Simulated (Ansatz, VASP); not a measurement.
Two plane-wave programs on Sb

```
Sb
1.0
     2.15420    1.24373    3.75800
    -2.15420    1.24373    3.75800
     0.00000   -2.48746    3.75800
Sb
2
Direct
  0.76651 0.76651 0.76651
  0.23349 0.23349 0.23349
```

Alike in both runs: task single point; functional PBE-based global hybrid; k mesh 4 × 4 × 4; occupations fermi-dirac, width 0.05 eV; no spin polarisation.

|  | VASP | Ansatz |
| --- | --- | --- |
| version | VASP 6.6.1 | Ansatz 0.2.0 |
| potentials or method | VASP PAW PBE potentials, release 64 (Sb) | Ansatz PAW |
| plane-wave cutoff (eV) | 520 | 420 |
| valence electrons in the cell | 10 | 30 |

```csv
,VASP,Ansatz,Ansatz less VASP
gap on the k mesh at the Fermi level (eV),0.64,0.58,-0.059
least direct gap on the mesh (eV),0.64,0.61,-0.031
pressure (GPa),1.0,1.5,+0.50
"traceless stress, the component that is largest in VASP (GPa)",-0.58,-0.59,-0.013
rms of the force components (eV/Å),0.148,0.148,-0.0001
```

VASP's potentials were made for PBE, not for PBE-based global hybrid. Atom by atom the forces differ by 0.000 eV/Å (rms over components). With one functional, cell and mesh, what is left measures potentials, basis and numerics. VASP's potentials hold 10 valence electrons a cell and Ansatz's 30, so a difference there can come from the potentials and not from the codes.

The k mesh is coarse, so the values compare programs but aren't converged. Spin-orbit coupling is off throughout.
